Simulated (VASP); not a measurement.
# SiO2 (I-42d) in VASP: notebook

Runs on SiO2. Level: PBEsol. Tasks: single point.

Program: VASP 6.6.1. These are calculated values, not measurements. Logs are shortened: lines on timing, memory, paths and dates and some standing lists are left out, and cuts for length are marked.

### 1 The cell of the first run

Symmetry: I-42d, No. 122, tetragonal system. Conventional cell: a = 4.748 Å, b = 4.748 Å, c = 7.413 Å, α = 90.00°, β = 90.00°, γ = 90.00°. Within 2.2 Å of Si (site symmetry -4) lie 4 O at 1.62 Å. O (site symmetry 2) has 2 Si at 1.62 Å within 2.2 Å.

### 2 Single point, PBEsol (zz strain of -1 %)

INCAR reads:

```
SYSTEM = SiO2
  ALGO = Normal
  EDIFF = 1E-6
  ENCUT = 520
  GGA = PS
  ISIF = 2
  ISMEAR = -1
  LASPH = .TRUE.
  LCHARG = .FALSE.
  LREAL = .FALSE.
  LWAVE = .FALSE.
  NBANDS = 25
  NELM = 60
  PREC = Accurate
  SIGMA = 0.03
```

KPOINTS reads:

```
k-points
0
G
  7 7 7
  0 0 0
```

POSCAR reads:

```
SiO2
1.0
   -2.3740500000      2.3740500000      3.7065600000
    2.3740500000     -2.3740500000      3.7065600000
    2.3740500000      2.3740500000     -3.7065600000
Si O
2 4
Direct
    0.0000000000      0.0000000000      0.0000000000
    0.7500000000      0.2500000000      0.5000000000
    0.9983800000      0.6250000000      0.8733800000
    0.3750000000      0.2483800000      0.3733800000
    0.7516200000      0.1250000000      0.1266200000
    0.8750000000      0.0016200000      0.6266200000
```

Potentials or basis: VASP PAW PBE potentials, release 64 (Si, O).

Command:

```bash
$ cat potpaw_PBE.64/Si/POTCAR potpaw_PBE.64/O/POTCAR > POTCAR
$ mpirun -np 1 vasp_std > vasp.out
```

OUTCAR:

```text
SYSTEM = SiO2
   EDIFF = 1E-6
   ENCUT = 520
   GGA = PS
   ISIF = 2
   ISMEAR = -1
   LASPH = .TRUE.
   LREAL = .FALSE.
   NELM = 60
   PREC = Accurate

 ion  position               nearest neighbor table
   1  0.000  0.000  0.000-   3 1.62   4 1.62   6 1.62   5 1.62   2 3.01   2 3.01   2 3.01   2 3.01

   2  0.750  0.250  0.500-   3 1.62   4 1.62   5 1.62   6 1.62   1 3.01   1 3.01   1 3.01   1 3.01

   3  0.998  0.625  0.873-   1 1.62   2 1.62
   4  0.375  0.248  0.373-   1 1.62   2 1.62
   5  0.752  0.125  0.127-   2 1.62   1 1.62
   6  0.875  0.002  0.627-   1 1.62   2 1.62

  LATTYP: Found a body centered tetragonal cell.
 ALAT       =     4.7481000000
 C/A-ratio  =     1.5612813546

  Lattice vectors:

 A1 = (  -2.3740500000,   2.3740500000,   3.7065600000)
 A2 = (   2.3740500000,  -2.3740500000,   3.7065600000)
 A3 = (   2.3740500000,   2.3740500000,  -3.7065600000)

Analysis of symmetry for initial positions (statically):
=====================================================================
 Subroutine PRICEL returns:
 Original cell was already a primitive cell.

 Routine SETGRP: Setting up the symmetry group for a
 body centered tetragonal supercell.

 Subroutine GETGRP returns: Found  8 space group operations
 (whereof  4 operations were pure point group operations)
 out of a pool of 16 trial point group operations.

The static configuration has the point symmetry S_4 .
 The point group associated with its full space group is D_2d.

Analysis of symmetry for dynamics (positions and initial velocities):
=====================================================================
 Subroutine PRICEL returns:
 Original cell was already a primitive cell.

 Routine SETGRP: Setting up the symmetry group for a
 body centered tetragonal supercell.

 Subroutine GETGRP returns: Found  8 space group operations
 (whereof  4 operations were pure point group operations)
 out of a pool of 16 trial point group operations.

The dynamic configuration has the point symmetry S_4 .
 The point group associated with its full space group is D_2d.

 Subroutine INISYM returns: Found  8 space group operations
 (whereof  4 operations are pure point group operations),
 and found     1 'primitive' translations

----------------------------------------------------------------------------------------

                                     Primitive cell

  volume of cell :      83.5624

  direct lattice vectors                    reciprocal lattice vectors
    -2.374050000  2.374050000  3.706560000     0.000000000  0.210610560  0.134895968
     2.374050000 -2.374050000  3.706560000     0.210610560  0.000000000  0.134895968
     2.374050000  2.374050000 -3.706560000     0.210610560  0.210610560  0.000000000

  length of vectors
     5.001081267  5.001081267  5.001081267     0.250107437  0.250107437  0.297848310

  position of ions in fractional coordinates (direct lattice)
     0.000000000  0.000000000  0.000000000
     0.750000000  0.250000000  0.500000000
     0.998380000  0.625000000  0.873380000
     0.375000000  0.248380000  0.373380000
     0.751620000  0.125000000  0.126620000
     0.875000000  0.001620000  0.626620000

  ion indices of the primitive-cell ions
   primitive index   ion index
                 1           1
                 2           2
                 3           3
                 4           4
                 5           5
                 6           6

----------------------------------------------------------------------------------------

 KPOINTS: k-points

Automatic generation of k-mesh.
 Grid dimensions read from file:
 generate k-points for:    7    7    7

 Generating k-lattice:

  Cartesian coordinates                     Fractional coordinates (reciprocal lattice)
     0.000000000  0.030087223  0.019270853     0.142857143  0.000000000  0.000000000
     0.030087223  0.000000000  0.019270853     0.000000000  0.142857143  0.000000000
     0.030087223  0.030087223  0.000000000     0.000000000  0.000000000  0.142857143

  Length of vectors
     0.035729634  0.035729634  0.042549759

  Shift w.r.t. Gamma in fractional coordinates (k-lattice)
     0.000000000  0.000000000  0.000000000

 Subroutine IBZKPT returns following result:
 ===========================================

 Found     40 irreducible k-points:

 Following reciprocal coordinates:
            Coordinates               Weight
  0.000000  0.000000  0.000000      1.000000
  0.142857  0.000000 -0.000000      8.000000
  0.285714  0.000000 -0.000000      8.000000
  0.428571  0.000000 -0.000000      8.000000
  0.142857  0.142857 -0.000000      8.000000
  0.285714  0.142857 -0.000000     16.000000
[... 16 lines left out ...]
 -0.142857  0.285714  0.142857      8.000000
 -0.428571  0.428571  0.142857      8.000000
 [... further k-points ...]
   k-points           NKPTS =     40   k-points in BZ     NKDIM =     40   number of bands    NBANDS=     25
   number of dos      NEDOS =    301   number of ions     NIONS =      6
   total plane-waves  NPLWV =  64000
   dimension x,y,z NGX =    40 NGY =   40 NGZ =   40
   dimension x,y,z NGXF=    80 NGYF=   80 NGZF=   80
   ions per type =               2   4
   NGX,Y,Z   is equivalent  to a cutoff of  13.30, 13.30, 13.30 a.u.
   NGXF,Y,Z  is equivalent  to a cutoff of  26.59, 26.59, 26.59 a.u.
 SYSTEM =  SiO2
   PREC   = accura    normal or accurate (medium, high low for compatibility)
   ISTART =      0    job   : 0-new  1-cont  2-samecut
   ICHARG =      2    charge: 1-file 2-atom 10-const
   ISPIN  =      1    spin polarized calculation?
   LNONCOLLINEAR =      F non collinear calculations
   LSORBIT =      F    spin-orbit coupling
   LASPH  =      T    aspherical Exc in radial PAW
   ENCUT  =  520.0 eV  38.22 Ry    6.18 a.u.   9.30  9.30  9.30*2*pi/ulx,y,z
   NELM   =     60;   NELMIN=  2; NELMDL= -5     # of ELM steps
   EDIFF  = 0.1E-05   stopping-criterion for ELM
   LREAL  =      F    real-space projection
   EDIFFG = 0.1E-04   stopping-criterion for IOM
   NSW    =      0    number of steps for IOM
   IBRION =     -1    ionic relax: 0-MD 1-quasi-New 2-CG
   NFREE  =      0    steps in history (QN), initial steepest desc. (CG)
   ISIF   =      2    stress and relaxation
   ISYM   =      2    0-nonsym 1-usesym 2-fastsym
   POTIM  = 0.5000    time-step for ionic-motion
   TEBEG  =    0.0;   TEEND  =   0.0 temperature during run
   PSTRESS=    0.0 pullay stress
   NELECT =      32.0000    total number of electrons
   NUPDOWN=      -1.0000    fix difference up-down
   EMIN   =  10.00;   EMAX   =-10.00  energy-range for DOS
   EFERMI =   0.00;   METHOD = LEGACY
   ISMEAR =    -1;   SIGMA  =   0.03  broadening in eV -4-tet -1-fermi 0-gaus
   EFERMI_NEDOS =   21; number of points for ismear=-14 and -15
   IALGO  =     38    algorithm
   IMIX   =      4    mixing-type and parameters
     AMIX     =   0.40;   BMIX     =  1.00
     AMIX_MAG =   1.60;   BMIX_MAG =  1.00
  volume/ion in A,a.u.               =      13.93        93.98
  Fermi-wavevector in a.u.,A,eV,Ry     =   1.188834  2.246571 19.229474  1.413326
  Thomas-Fermi vector in A             =   2.324955
   LORBIT       =      0    0 simple, 1 ext, 2 COOP (PROOUT), +10 PAW based schemes
   GGA     = PS    functional components
   LHFCALC =     F    Hartree Fock is set to
   AEXX    =    0.0000 exact exchange contribution
   IVDW    =     0    specifies the selected vdW correction
   LEPSILON=     F    determine dielectric tensor
   LRPA    =     F    only Hartree local field effects (RPA)
 non-spin polarized calculation
  energy-cutoff  :      520.00
  volume of cell :       83.56
 maximum number of plane-waves:      2270
 NGX is ok and might be reduce to    40
   NGX = 19   NGY = 19   NGZ = 19

 number of electron      32.0000008 magnetization

 Free energy of the ion-electron system (eV)
  ---------------------------------------------------
  ext. energy  EPLUGINS =         0.00000000
  ---------------------------------------------------
  free energy    TOTEN  =       -49.28904144 eV

  energy without entropy =      -49.28904144  energy(sigma->0) =      -49.28904144

 E-fermi :   0.5223     XC(G=0):  -8.7533

 val. band max:       -0.1433965972   @ k =   0.0000   0.0000   0.0000
 cond. band min:       5.9112235929   @ k =   0.0000   0.0000   0.0000
 fundamental gap:      6.0546201901
 Fermi energy:         0.5223357817

 k-point     1 :       0.0000    0.0000    0.0000
  band No.  band energies     occupation
      1     -19.2317      2.00000
      2     -17.0447      2.00000
      3     -17.0447      2.00000
      4     -17.0366      2.00000
      5      -8.9691      2.00000
      6      -5.4641      2.00000
[... 17 lines left out ...]
     24      13.5563      0.00000
     25      13.9233      0.00000

 k-point     2 :       0.1429    0.0000   -0.0000
  band No.  band energies     occupation
      1     -19.1658      2.00000
      2     -17.1519      2.00000
      3     -17.0558      2.00000
      4     -17.0379      2.00000
      5      -8.8207      2.00000
      6      -5.5156      2.00000
[... 17 lines left out ...]
     24      13.3279      0.00000
     25      13.7791      0.00000

 k-point     3 :       0.2857    0.0000   -0.0000
  band No.  band energies     occupation
      1     -18.9886      2.00000
      2     -17.4229      2.00000
      3     -17.0690      2.00000
      4     -17.0471      2.00000
      5      -8.4533      2.00000
      6      -5.6956      2.00000
[... 17 lines left out ...]
     24      12.9555      0.00000
     25      13.9791      0.00000

 k-point     4 :       0.4286    0.0000   -0.0000
  band No.  band energies     occupation
      1     -18.7921      2.00000
      2     -17.6918      2.00000
      3     -17.0734      2.00000
      4     -17.0608      2.00000
      5      -8.1030      2.00000
      6      -5.8928      2.00000
[... 17 lines left out ...]
     24      12.9552      0.00000
     25      13.8808      0.00000

 k-point     5 :       0.1429    0.1429   -0.0000
  band No.  band energies     occupation
      1     -19.0618      2.00000
      2     -17.3094      2.00000
      3     -17.0637      2.00000
      4     -17.0512      2.00000
      5      -8.5878      2.00000
      6      -5.6534      2.00000
[... 17 lines left out ...]
     24      13.1612      0.00000
     25      13.8626      0.00000

 k-point     6 :       0.2857    0.1429   -0.0000
  band No.  band energies     occupation
      1     -18.8631      2.00000
      2     -17.5875      2.00000
      3     -17.0781      2.00000
      4     -17.0638      2.00000
      5      -8.1965      2.00000
      6      -5.9023      2.00000
[... 17 lines left out ...]
     24      13.1566      0.00000
     25      13.9055      0.00000
[... 393 lines left out ...]
 k-point    21 :       0.4286    0.2857    0.1429
  band No.  band energies     occupation
      1     -18.4605      2.00000
      2     -18.0358      2.00000
      3     -17.1052      2.00000
      4     -17.0983      2.00000
      5      -7.4960      2.00000
      6      -6.7751      2.00000
[... 17 lines left out ...]
     24      12.0504      0.00000
     25      13.2707      0.00000

 k-point    22 :      -0.2857    0.2857    0.1429
  band No.  band energies     occupation
      1     -18.8205      2.00000
      2     -17.6310      2.00000
      3     -17.0990      2.00000
      4     -17.0568      2.00000
      5      -8.1297      2.00000
      6      -6.0903      2.00000
[... 17 lines left out ...]
     24      12.3416      0.00000
     25      13.6627      0.00000

 k-point    23 :      -0.1429    0.2857    0.1429
  band No.  band energies     occupation
      1     -18.8585      2.00000
      2     -17.5943      2.00000
      3     -17.0940      2.00000
      4     -17.0446      2.00000
      5      -8.2051      2.00000
      6      -5.9051      2.00000
[... 17 lines left out ...]
     24      12.3978      0.00000
     25      14.1522      0.00000

 k-point    24 :      -0.4286    0.4286    0.1429
  band No.  band energies     occupation
      1     -18.4634      2.00000
      2     -18.0424      2.00000
      3     -17.1072      2.00000
      4     -17.0905      2.00000
      5      -7.4604      2.00000
      6      -6.7309      2.00000
[... 17 lines left out ...]
     24      12.7947      0.00000
     25      13.1031      0.00000

 [... further k-points ...]

------------------------ aborting loop because EDIFF is reached ----------------------------------------

  FORCE on cell =-STRESS in cart. coord.  units (eV):
  Direction    XX          YY          ZZ          XY          YZ          ZX
  --------------------------------------------------------------------------------------
  -------------------------------------------------------------------------------------
  Total        2.0408678      2.0408678      1.3382265      0.0000000      0.0000000      0.0000000
  in kB       39.1304372     39.1304372     25.6583931      0.0000000      0.0000000      0.0000000
  external PRESSURE =      34.6397558 kB  Pullay stress =       0.0000000 kB

 VOLUME and BASIS-vectors are now :
 -----------------------------------------------------------------------------
  energy-cutoff  :      520.00
  volume of cell :       83.56
      direct lattice vectors                 reciprocal lattice vectors
    -2.374050000  2.374050000  3.706560000     0.000000000  0.210610560  0.134895968
     2.374050000 -2.374050000  3.706560000     0.210610560  0.000000000  0.134895968
     2.374050000  2.374050000 -3.706560000     0.210610560  0.210610560  0.000000000

 POSITION                                       TOTAL-FORCE (eV/Angst)
 -----------------------------------------------------------------------------------
      0.00000      0.00000      0.00000         0.000000     -0.000000     -0.000000
      0.00000      2.37405      1.85328         0.000000     -0.000000      0.000000
      1.18702      2.95987      2.77992         0.000000      0.146604      0.000000
      0.58582      1.18702      0.92664         0.146604     -0.000000      0.000000
     -1.18702      1.78823      2.77992         0.000000     -0.146604     -0.000000
     -0.58582      3.56107      0.92664        -0.146604     -0.000000     -0.000000
 -----------------------------------------------------------------------------------
    total drift:                                0.000002      0.000002      0.000002

  FREE ENERGIE OF THE ION-ELECTRON SYSTEM (eV)
  ---------------------------------------------------
  free  energy   TOTEN  =       -49.2890414398 eV

  energy  without entropy=      -49.2890414398  energy(sigma->0) =      -49.28904144
```

It took 2.4 min on 1 thread of Intel Xeon 8259CL, shared host; peak memory 0.26 GiB.

What came out:

| Item | Value |
| --- | --- |
| Free energy | -49.2890 eV |
| Pressure | 3.5 GPa |
| Largest force | 0.147 eV/Å |
| Band gap on the k mesh | 6.05 eV |

Forces on the atoms (eV/Å):
```
Si   0.000  0.000  0.000
Si   0.000  0.000  0.000
O    0.000  0.147  0.000
O    0.147  0.000  0.000
O    0.000 -0.147  0.000
O   -0.147  0.000  0.000
```

Levels at points of the mesh, in eV from the valence-band top:
```tsv
k point	band 12	band 13	band 14	band 15	band 16	band 17	band 18	band 19	band 20	band 21
(0.00, 0.00, 0.00)	-1.37	-1.32	-1.01	0.00	0.00	6.05	8.62	11.33	11.33	11.54
```

Caveat: the cell differs from its parent crystal (zz strain of -1 %); the cell stands under pressure; the PAW data sets were made with another functional, which shifts forces and pressure a little; an odd mesh through Γ misses points on the zone boundary, where band edges can lie.

### 3 Single point, PBEsol (zz strain of +2 %)

INCAR reads:

```
ALGO     = Normal         # electronic algorithm
EDIFF    = 1E-6           # SCF threshold, eV
ENCUT    = 520            # plane-wave cutoff, eV
GGA      = PS             # functional
ISIF     = 2              # what is computed and relaxed
ISMEAR   = -1             # smearing method
LASPH    = T              # aspherical terms in the spheres
LCHARG   = T              # write CHGCAR
LELF     = T              # ELF
LREAL    = F              # projectors in reciprocal space
LVHAR    = T            
LWAVE    = F              # write WAVECAR
NBANDS   = 25             # bands
NELM     = 60             # most SCF steps
PREC     = Accurate       # precision mode
SIGMA    = 0.03           # smearing width, eV
```

KPOINTS reads:

```
k-points
0
Gamma
  7 7 7
```

Edit POSCAR of step 2 so:

```diff
@@ -2,5 +2,5 @@
 1.0
-   -2.3740500000      2.3740500000      3.7065600000
-    2.3740500000     -2.3740500000      3.7065600000
-    2.3740500000      2.3740500000     -3.7065600000
+   -2.3740500000      2.3740500000      3.8188800000
+    2.3740500000     -2.3740500000      3.8188800000
+    2.3740500000      2.3740500000     -3.8188800000
 Si O
```

Potentials or basis: VASP PAW PBE potentials, release 64 (Si, O).

Command:

```bash
$ cat potpaw_PBE.64/Si/POTCAR potpaw_PBE.64/O/POTCAR > POTCAR
$ mpirun -np 1 vasp_std > vasp.out
```

Wall time 2.5 min (1 thread of Intel Xeon 8259CL, shared host); peak memory 0.26 GiB.

Results (log left out):

| Item | Value |
| --- | --- |
| Free energy | -49.2809 eV |
| Pressure | -1.8 GPa |
| Largest force | 0.198 eV/Å |
| Band gap on the k mesh | 5.80 eV |

Forces on the atoms (eV/Å):
```
Si   0.000  0.000  0.000
Si   0.000  0.000  0.000
O    0.000 -0.198  0.000
O   -0.198  0.000  0.000
O    0.000  0.198  0.000
O    0.198  0.000  0.000
```

Stress tensor (GPa, compression positive):
```
-0.68  0.00  0.00
 0.00 -0.68  0.00
 0.00  0.00 -3.95
```

Levels at points of the mesh, in eV from the valence-band top:
```
           k point  band 14  band 15  band 16  band 17  band 18  band 19
(0.00, 0.00, 0.00)    -1.07     0.00     0.00     5.80     8.46    10.92
```

Caveat: the cell differs from its parent crystal (zz strain of +2 %); the PAW data sets were made with another functional, which shifts forces and pressure a little; an odd mesh through Γ misses points on the zone boundary, where band edges can lie.

### 4 Single point, PBEsol

This run uses another cell than the first one, of 14.07 Å³/atom.

INCAR reads:

```
SYSTEM = SiO2
  ALGO = Normal
  EDIFF = 1E-6
  ENCUT = 520
  GGA = PS
  ISIF = 2
  ISMEAR = -1
  LASPH = .TRUE.
  LCHARG = .TRUE.
  LELF = .TRUE.
  LREAL = .FALSE.
  LVHAR = .TRUE.
  LWAVE = .FALSE.
  NBANDS = 25
  NELM = 100
  PREC = Accurate
  SIGMA = 0.03
```

KPOINTS reads:

```
k-points
0
G
  7 7 7
  0 0 0
```

Edit POSCAR of step 3 so:

```diff
@@ -2,5 +2,5 @@
 1.0
-   -2.3740500000      2.3740500000      3.8188800000
-    2.3740500000     -2.3740500000      3.8188800000
-    2.3740500000      2.3740500000     -3.8188800000
+   -2.3740500000      2.3740500000      3.7440000000
+    2.3740500000     -2.3740500000      3.7440000000
+    2.3740500000      2.3740500000     -3.7440000000
 Si O
```

Command:

```bash
$ cat potpaw_PBE.64/Si/POTCAR potpaw_PBE.64/O/POTCAR > POTCAR
$ mpirun -np 1 vasp_std > vasp.out
```

It took 2.5 min on 1 thread of Intel Xeon 8259CL, shared host; peak memory 0.26 GiB.

The run converged. Its results:

- Free energy: -49.2978 eV
- Pressure: 1.6 GPa
- Largest force: 0.027 eV/Å
- Band gap on the k mesh: 5.97 eV

Forces on the atoms (eV/Å):
```
Si   0.000  0.000  0.000
Si   0.000  0.000  0.000
O    0.000  0.027  0.000
O    0.027  0.000  0.000
O    0.000 -0.027  0.000
O   -0.027  0.000  0.000
```

Stress tensor (GPa, compression positive):
```
2.29 0.00 0.00
0.00 2.29 0.00
0.00 0.00 0.36
```

Levels at points of the mesh, in eV from the valence-band top:
```tsv
k point	band 12	band 13	band 14	band 15	band 16	band 17	band 18	band 19	band 20	band 21
(0.00, 0.00, 0.00)	-1.36	-1.33	-1.03	0.00	0.00	5.97	8.57	11.19	11.19	11.39
```

Caveat: the PAW data sets were made with another functional, which shifts forces and pressure a little; an odd mesh through Γ misses points on the zone boundary, where band edges can lie.

### 5 Overview

| cell | gap on the mesh (eV) | pressure (GPa) | largest force (eV/Å) |
| --- | --- | --- | --- |
| a = 5.001 Å, angles 123.3, 123.3, 84.3°, 6 atoms | 6.05 | 3.5 | 0.15 |
| a = 5.085 Å, angles 124.3, 124.3, 82.6°, 6 atoms | 5.80 | -1.8 | 0.20 |
| a = 5.029 Å, angles 123.7, 123.7, 83.8°, 6 atoms | 5.97 | 1.6 | 0.03 |

Alike in all rows: task single point; level PBEsol; potentials or basis VASP PAW PBE potentials, release 64 (Si, O); no spin polarisation; k mesh 7 × 7 × 7; cutoff (eV) 520; smearing fermi-dirac 0.03 eV.

Caveats: the PAW data sets were made with another functional, which shifts forces and pressure a little; an odd mesh through Γ misses points on the zone boundary, where band edges can lie; the cell stands under pressure (at least some runs).

Absolute energies hang on the potentials; compare differences alone.
